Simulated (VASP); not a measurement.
# RuS (F-43m) in VASP: single point with LDA+U

Aim: the single point of RuS with LDA+U.

Program: VASP 6.6.1. These are calculated values, not measurements. Logs are shortened: lines on timing, memory, paths and dates and some standing lists are left out, and cuts for length are marked.

## (1) The cell of the first run

It takes space group F-43m (No. 216, cubic). Conventional cell: a = 5.529 Å, b = 5.529 Å, c = 5.529 Å, α = 90.00°, β = 90.00°, γ = 90.00°. Ru (site symmetry -43m) has 4 S at 2.39 Å within 3.2 Å. Within 3.2 Å of S (site symmetry -43m) lie 4 Ru at 2.39 Å.

## (2) Single point, LDA+U, collinear spin, ferromagnetic start

INCAR

```
ALGO = Normal
EDIFF = 1E-7
ENCUT = 520
GGA = CA
ISIF = 2
ISMEAR = 0
ISPIN = 2
LASPH = True
LCHARG = False
LDAU = True
LDAUJ = 0 0
LDAUL = 2 -1
LDAUPRINT = 1
LDAUTYPE = 2
LDAUU = 4 0
LMAXMIX = 4
LORBIT = 11
LREAL = False
LWAVE = False
MAGMOM = 2.01 2.01 0.05 0.05
NBANDS = 32
NELM = 150
PREC = Accurate
SIGMA = 0.05
```

KPOINTS

```
k-points
0
Gamma
  6 6 6
```

POSCAR

```
RuS
1.0
    0.0000000000      2.7642955000      2.7642955000
    5.5285910000      2.7642955000      2.7642955000
    5.5285910000      5.5285910000      0.0000000000
Ru S
2 2
Direct
    0.0000000000      0.0000000000      0.0000000000
    0.0000000000      0.0000000000      0.5000000000
    0.2500000000      0.2500000000      0.0000000000
    0.2500000000      0.2500000000      0.5000000000
```

Potentials or basis: VASP PAW LDA potentials, release 64 (Ru_pv, S).

Launch:

```
cat potpaw_LDA.64/Ru_pv/POTCAR potpaw_LDA.64/S/POTCAR > POTCAR
mpirun -np 1 vasp_std > vasp.out
```

OUTCAR:

```text
EDIFF = 1E-7
   ENCUT = 520
   GGA = CA
   ISIF = 2
   ISMEAR = 0
   ISPIN = 2
   LASPH = True
   LORBIT = 11
   LREAL = False
   NELM = 150
   PREC = Accurate

 ion  position               nearest neighbor table
   1  0.000  0.000  0.000-   3 2.39   4 2.39   4 2.39   3 2.39
   2  0.000  0.000  0.500-   4 2.39   3 2.39   3 2.39   4 2.39
   3  0.250  0.250  0.000-   2 2.39   1 2.39   2 2.39   1 2.39
   4  0.250  0.250  0.500-   1 2.39   1 2.39   2 2.39   2 2.39

  LATTYP: Found a simple tetragonal cell.
 ALAT       =     3.9093041865
 C/A-ratio  =     1.4142135624

  Lattice vectors:

 A1 = (   0.0000000000,  -2.7642955000,   2.7642955000)
 A2 = (   0.0000000000,  -2.7642955000,  -2.7642955000)
 A3 = (   5.5285910000,   0.0000000000,   0.0000000000)

Analysis of symmetry for initial positions (statically):
=====================================================================
 Subroutine PRICEL returns following result:

  LATTYP: Found a face centered cubic cell.
 ALAT       =     5.5285910000
[... 12 lines left out ...]
 Subroutine GETGRP returns: Found  8 space group operations
 (whereof  8 operations were pure point group operations)
 out of a pool of 16 trial point group operations.

The static configuration has the point symmetry D_2d.

Analysis of symmetry for dynamics (positions and initial velocities):
=====================================================================
 Subroutine PRICEL returns following result:

  LATTYP: Found a face centered cubic cell.
 ALAT       =     5.5285910000
[... 12 lines left out ...]
 Subroutine GETGRP returns: Found  8 space group operations
 (whereof  8 operations were pure point group operations)
 out of a pool of 16 trial point group operations.

The dynamic configuration has the point symmetry D_2d.

Analysis of structural, dynamic, and magnetic symmetry:
=====================================================================
 Subroutine PRICEL returns following result:

  LATTYP: Found a face centered cubic cell.
 ALAT       =     5.5285910000
[... 12 lines left out ...]
 Subroutine GETGRP returns: Found  8 space group operations
 (whereof  8 operations were pure point group operations)
 out of a pool of 16 trial point group operations.

The overall configuration has the point symmetry D_2d.

 Subroutine INISYM returns: Found  8 space group operations
 (whereof  8 operations are pure point group operations),
 and found     2 'primitive' translations

----------------------------------------------------------------------------------------

                                     Primitive cell

  volume of cell :      42.2458

  direct lattice vectors                    reciprocal lattice vectors
    -2.764295500  2.764295500 -0.000000000    -0.180877913  0.180877913 -0.180877913
    -2.764295500  0.000000000  2.764295500    -0.180877913 -0.180877913  0.180877913
     0.000000000  2.764295500  2.764295500     0.180877913  0.180877913  0.180877913

  length of vectors
     3.909304187  3.909304187  3.909304187     0.313289735  0.313289735  0.313289735

  position of ions in fractional coordinates (direct lattice)
     0.000000000  0.000000000  0.000000000
     0.750000000  0.750000000  0.750000000

  ion indices of the primitive-cell ions
   primitive index   ion index
                 1           1
                 2           3

[... 122 lines left out ...]
  0.0000 -0.0000  0.7773 -0.0000 -0.0012
  0.0000 -0.0000 -0.0000  0.6358 -0.0000
  0.0000  0.0000 -0.0012 -0.0000  0.7787

spin component  2

  0.3577  0.0000  0.0000 -0.0000  0.0000
  0.0000  0.3601 -0.0000 -0.0000 -0.0000
  0.0000 -0.0000  0.7979  0.0000  0.0007
 -0.0000 -0.0000  0.0000  0.3577  0.0000
  0.0000 -0.0000  0.0007  0.0000  0.7970

 occupancies and eigenvectors

  o =  0.3577  v =  0.0000  0.0000  0.0000  0.0000  0.0000  1.0000  0.0000  0.0000  0.0000  0.0000      0.0000  0.0000  0.0000  0.0000  0.0000  0.0000  0.0000  0.0000  0.0000  0.0000
  o =  0.3577  v =  0.0000  0.0000  0.0000  0.0000  0.0000  0.0000 -0.0000  0.0000  1.0000  0.0000      0.0000  0.0000  0.0000  0.0000  0.0000  0.0000  0.0000  0.0000  0.0000  0.0000
  o =  0.3601  v =  0.0000  0.0000  0.0000  0.0000  0.0000  0.0000 -1.0000 -0.0000 -0.0000 -0.0000      0.0000  0.0000  0.0000  0.0000  0.0000  0.0000  0.0000  0.0000  0.0000  0.0000
  o =  0.6352  v =  0.0000 -1.0000 -0.0000  0.0000  0.0000  0.0000  0.0000  0.0000  0.0000  0.0000      0.0000  0.0000  0.0000  0.0000  0.0000  0.0000  0.0000  0.0000  0.0000  0.0000
  o =  0.6358  v =  1.0000  0.0000  0.0000  0.0000  0.0000  0.0000  0.0000  0.0000  0.0000  0.0000      0.0000  0.0000  0.0000  0.0000  0.0000  0.0000  0.0000  0.0000  0.0000  0.0000
  o =  0.6358  v =  0.0000 -0.0000 -0.0000 -1.0000 -0.0000  0.0000  0.0000  0.0000  0.0000  0.0000      0.0000  0.0000  0.0000  0.0000  0.0000  0.0000  0.0000  0.0000  0.0000  0.0000
  o =  0.7766  v =  0.0000 -0.0000  0.8660  0.0000  0.5000  0.0000  0.0000  0.0000  0.0000  0.0000      0.0000  0.0000  0.0000  0.0000  0.0000  0.0000  0.0000  0.0000  0.0000  0.0000
  o =  0.7794  v =  0.0000  0.0000 -0.5000  0.0000  0.8660  0.0000  0.0000  0.0000  0.0000  0.0000      0.0000  0.0000  0.0000  0.0000  0.0000  0.0000  0.0000  0.0000  0.0000  0.0000
  o =  0.7966  v =  0.0000  0.0000  0.0000  0.0000  0.0000  0.0000  0.0000  0.5000 -0.0000 -0.8660      0.0000  0.0000  0.0000  0.0000  0.0000  0.0000  0.0000  0.0000  0.0000  0.0000
  o =  0.7983  v =  0.0000  0.0000  0.0000  0.0000  0.0000  0.0000 -0.0000 -0.8660  0.0000 -0.5000      0.0000  0.0000  0.0000  0.0000  0.0000  0.0000  0.0000  0.0000  0.0000  0.0000

atom =   2  type =  1  l = 2

 onsite density matrix

spin component  1

  0.6358  0.0000 -0.0000  0.0000 -0.0000
  0.0000  0.6352 -0.0000  0.0000  0.0000
 -0.0000 -0.0000  0.7773 -0.0000 -0.0012
  0.0000  0.0000 -0.0000  0.6358 -0.0000
 -0.0000  0.0000 -0.0012 -0.0000  0.7787

spin component  2

  0.3577  0.0000  0.0000 -0.0000  0.0000
  0.0000  0.3601 -0.0000 -0.0000 -0.0000
  0.0000 -0.0000  0.7979  0.0000  0.0007
 -0.0000 -0.0000  0.0000  0.3577  0.0000
  0.0000 -0.0000  0.0007  0.0000  0.7970

 occupancies and eigenvectors

  o =  0.3577  v =  0.0000  0.0000  0.0000  0.0000  0.0000  1.0000  0.0000  0.0000  0.0000  0.0000      0.0000  0.0000  0.0000  0.0000  0.0000  0.0000  0.0000  0.0000  0.0000  0.0000
  o =  0.3577  v =  0.0000  0.0000  0.0000  0.0000  0.0000  0.0000 -0.0000 -0.0000 -1.0000  0.0000      0.0000  0.0000  0.0000  0.0000  0.0000  0.0000  0.0000  0.0000  0.0000  0.0000
  o =  0.3601  v =  0.0000  0.0000  0.0000  0.0000  0.0000  0.0000  1.0000 -0.0000 -0.0000  0.0000      0.0000  0.0000  0.0000  0.0000  0.0000  0.0000  0.0000  0.0000  0.0000  0.0000
  o =  0.6352  v =  0.0000 -1.0000 -0.0000  0.0000  0.0000  0.0000  0.0000  0.0000  0.0000  0.0000      0.0000  0.0000  0.0000  0.0000  0.0000  0.0000  0.0000  0.0000  0.0000  0.0000
  o =  0.6358  v =  1.0000  0.0000  0.0000  0.0000  0.0000  0.0000  0.0000  0.0000  0.0000  0.0000      0.0000  0.0000  0.0000  0.0000  0.0000  0.0000  0.0000  0.0000  0.0000  0.0000
  o =  0.6358  v =  0.0000 -0.0000 -0.0000 -1.0000 -0.0000  0.0000  0.0000  0.0000  0.0000  0.0000      0.0000  0.0000  0.0000  0.0000  0.0000  0.0000  0.0000  0.0000  0.0000  0.0000
  o =  0.7766  v =  0.0000  0.0000 -0.8660  0.0000 -0.5000  0.0000  0.0000  0.0000  0.0000  0.0000      0.0000  0.0000  0.0000  0.0000  0.0000  0.0000  0.0000  0.0000  0.0000  0.0000
  o =  0.7794  v =  0.0000 -0.0000  0.5000 -0.0000 -0.8660  0.0000  0.0000  0.0000  0.0000  0.0000      0.0000  0.0000  0.0000  0.0000  0.0000  0.0000  0.0000  0.0000  0.0000  0.0000
  o =  0.7966  v =  0.0000  0.0000  0.0000  0.0000  0.0000  0.0000 -0.0000 -0.5000  0.0000  0.8660      0.0000  0.0000  0.0000  0.0000  0.0000  0.0000  0.0000  0.0000  0.0000  0.0000
  o =  0.7983  v =  0.0000  0.0000  0.0000  0.0000  0.0000  0.0000  0.0000  0.8660 -0.0000  0.5000      0.0000  0.0000  0.0000  0.0000  0.0000  0.0000  0.0000  0.0000  0.0000  0.0000

 number of electron      39.9999994 magnetization       1.5068017

 Free energy of the ion-electron system (eV)
  ---------------------------------------------------
  ext. energy  EPLUGINS =         0.00000000
  ---------------------------------------------------
  free energy    TOTEN  =       -21.05856020 eV

  energy without entropy =      -21.05468214  energy(sigma->0) =      -21.05662117

 E-fermi :   5.4401     XC(G=0): -10.5201

 val. band max:        5.4314285983   @ k =   0.5000   0.5000   0.1667
 cond. band min:       5.4511683314   @ k =   0.3333   0.1667   0.1667
 fundamental gap:      0.0197397331
 Fermi energy:         5.4401224026

 spin component 1

 k-point     1 :       0.0000    0.0000    0.0000
  band No.  band energies     occupation
      1     -36.8321      1.00000
      2     -36.8164      1.00000
      3     -36.8164      1.00000
      4     -36.8115      1.00000
      5     -36.8087      1.00000
      6     -36.8087      1.00000
[... 1673 lines left out ...]
     31      14.8989      0.00000
     32      14.8989      0.00000

 [... further k-points ...]
[... 5 lines left out ...]
  --------------------------------------------------------------------------------------
  -------------------------------------------------------------------------------------
  Total      -10.8377186    -10.8294567    -10.8294567     -0.0000000      0.0000000     -0.0000000
  in kB     -205.5109943   -205.3543281   -205.3543281     -0.0000000      0.0000000     -0.0000000
  external PRESSURE =    -205.4065502 kB  Pullay stress =       0.0000000 kB

 VOLUME and BASIS-vectors are now :
 -----------------------------------------------------------------------------
  energy-cutoff  :      520.00
  volume of cell :       84.49
      direct lattice vectors                 reciprocal lattice vectors
     0.000000000  2.764295500  2.764295500    -0.180877913  0.180877913  0.180877913
     5.528591000  2.764295500  2.764295500     0.180877913 -0.180877913  0.180877913
     5.528591000  5.528591000  0.000000000     0.000000000  0.180877913 -0.180877913

 POSITION                                       TOTAL-FORCE (eV/Angst)
 -----------------------------------------------------------------------------------
      0.00000      0.00000      0.00000        -0.000000     -0.000000     -0.000000
      2.76430      2.76430      0.00000        -0.000000     -0.000000     -0.000000
      1.38215      1.38215      1.38215         0.000000      0.000000      0.000000
      4.14644      4.14644      1.38215        -0.000000      0.000000      0.000000
 -----------------------------------------------------------------------------------
    total drift:                               -0.000002     -0.000002     -0.000001

  FREE ENERGIE OF THE ION-ELECTRON SYSTEM (eV)
  ---------------------------------------------------
  free  energy   TOTEN  =       -21.0585601983 eV

  energy  without entropy=      -21.0546821440  energy(sigma->0) =      -21.05662117

 total charge

# of ion       s       p       d       tot
------------------------------------------
    1        0.281   6.154   6.084  12.519
    2        0.281   6.154   6.084  12.519
    3        1.323   2.264   0.000   3.587
    4        1.323   2.264   0.000   3.587
--------------------------------------------------
tot          3.208  16.837  12.167  32.213

 magnetization (x)

# of ion       s       p       d       tot
------------------------------------------
    1        0.006   0.007   0.789   0.802
    2        0.006   0.007   0.789   0.802
    3        0.007  -0.080   0.000  -0.072
    4        0.007  -0.080   0.000  -0.072
--------------------------------------------------
tot          0.026  -0.146   1.578   1.459
```

Wall time 5.3 min (1 thread of Intel Xeon Platinum 8259CL at 2.50GHz (Skylake/Cascade Lake), shared host); peak memory 0.34 GiB.

Results:

```yaml
Free_energy: -21.0586 eV
Pressure: -20.5 GPa
Net_moment: 1.51 μB per cell
Site_moments: Ru +0.80; S -0.07 μB
Valence_electrons_inside_the_program's_atomic_spheres: Ru 12.52; S 3.59
```

Levels at points of the mesh, in eV from the Fermi level:
Spin up:
```tsv
k point	band 18	band 19	band 20	band 21	band 22	band 23
(0.00, 0.00, 0.00)	-1.71	-1.33	-0.65	-0.65	1.71	2.50
(0.50, 0.00, 0.00)	-1.98	-1.51	-1.51	1.00	1.00	1.00
(0.50, 0.50, 0.00)	-1.72	-1.32	-1.32	-0.65	-0.65	-0.65
(0.00, 0.00, 0.50)	-2.02	-0.73	-0.73	-0.10	-0.10	1.35
(0.50, 0.00, 0.50)	-2.24	-1.59	-1.59	-0.76	-0.76	0.31
(0.00, 0.50, 0.50)	-1.99	0.95	0.95	0.95	0.95	1.03
```
Spin down:
| k point | band 15 | band 16 | band 17 | band 18 | band 19 | band 20 | band 21 | band 22 | band 23 | band 24 |
| --- | --- | --- | --- | --- | --- | --- | --- | --- | --- | --- |
| (0.00, 0.00, 0.00) | -2.02 | -2.01 | -1.46 | -1.15 | -1.12 | 0.57 | 0.57 | 1.79 | 3.42 | 3.43 |
| (0.50, 0.00, 0.00) | -1.52 | -1.52 | -1.52 | -1.52 | -0.13 | -0.13 | 1.82 | 1.82 | 1.83 | 1.83 |
| (0.50, 0.50, 0.00) | -1.45 | -1.45 | -1.15 | -1.15 | -1.13 | -1.13 | 0.56 | 0.56 | 0.57 | 0.57 |
| (0.00, 0.00, 0.50) | -1.84 | -1.84 | -1.45 | -1.45 | 0.04 | 0.04 | 1.24 | 1.24 | 2.15 | 2.15 |
| (0.50, 0.00, 0.50) | -1.38 | -1.38 | -1.34 | -1.34 | -1.30 | -1.30 | 0.76 | 0.76 | 1.04 | 1.04 |
| (0.00, 0.50, 0.50) | -2.19 | -2.19 | -1.75 | -1.75 | 1.94 | 1.94 | 1.97 | 1.97 | 1.97 | 1.97 |

Eigenvalues of the final occupation matrices:
```
    site  spin  trace               eigenvalues
site 1 d     1   3.46  0.64 0.64 0.64 0.78 0.78
site 1 d     2   2.67  0.36 0.36 0.36 0.80 0.80
site 2 d     1   3.46  0.64 0.64 0.64 0.78 0.78
site 2 d     2   2.67  0.36 0.36 0.36 0.80 0.80
```

Caveat: the cell stands under tension.
